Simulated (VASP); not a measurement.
Crystal: Au.

```
Au
1.0
    -1.65727    1.65727    1.65727
     1.65727   -1.65727    1.65727
     1.65727    1.65727   -1.65727
Au
1
Direct
  0.00000 0.00000 0.00000
```

| Item | Value |
| --- | --- |
| Program | VASP 6.6.1 |
| Task | relaxation of cell and atoms |
| Functional | BLYP |
| Dispersion | D3(BJ) |
| Potentials or basis | VASP PAW PBE potentials, release 64 (Au) |
| Cutoff | 600 eV |
| k mesh | 11 × 11 × 11 |
| Occupations | fermi-dirac, width 0.05 eV |
| Spin | no spin polarisation |

At the start: pressure -3.1 GPa; volume 18.21 Å³/atom.

Problem. How do energy, volume and symmetry change on relaxing?

Solution. Over 3 steps the energy falls by 4.0 meV/atom and the volume is 17.80 Å³/atom (-2.2 %); space group Im-3m (No. 229, to 0.05 Å).

The path:
```csv
step,energy change (eV),largest force (eV/Å),pressure (GPa),volume (Å³)
1,0.0000,0.0000,-3.09,18.21
2,0.0027,0.0000,4.47,17.30
3,-0.0040,0.0000,-0.02,17.80
```

Final structure:
```xyz
1
Lattice="-1.6448 1.6448 1.6448 1.6448 -1.6448 1.6448 1.6448 1.6448 -1.6448" Properties=species:S:1:pos:R:3 pbc="T T T"
Au    0.0000    0.0000    0.0000
```

Caveat: the PAW data sets were made with another functional, which shifts forces and pressure a little; pairwise dispersion overbinds metals, which lowers pressure and volume.
